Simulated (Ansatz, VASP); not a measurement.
TiAl3 in VASP and in Ansatz

```
Ti Al
1.0
     1.92267    1.92267   -4.31140
     1.92267    1.92267    4.31140
     3.84535   -3.84535    0.00000
Ti Al
2 6
Direct
  0.50000 0.50000 0.50000
  0.00000 0.00000 0.00000
  0.50000 0.50000 0.00000
  0.00000 0.00000 0.50000
  0.00000 0.50000 0.75000
  0.50000 0.00000 0.25000
  0.00000 0.50000 0.25000
  0.50000 0.00000 0.75000
```

Alike in both runs: functional PBE; k mesh 8 × 8 × 6; occupations gaussian, width 0.1 eV; no spin polarisation.

Ansatz relaxed the structure, and its values are those at the end. VASP's run is a single point on that final structure, the one shown.

|  | VASP | Ansatz |
| --- | --- | --- |
| version | VASP 6.6.1 | Ansatz 0.2.0 |
| potentials or method | VASP PAW PBE potentials, release 64 (Ti_sv, Al), cutoff 520 eV | scalar-relativistic, plane waves, PAW |
| valence electrons in the cell | 42 | 42 |

|  | VASP | Ansatz | Ansatz less VASP |
| --- | --- | --- | --- |
| gap on the k mesh at the Fermi level (eV) | none | none | - |
| pressure (GPa) | -0.1 | 0.0 | +0.02 |

A gap of «none» marks a metal or a gap that the smearing closes.
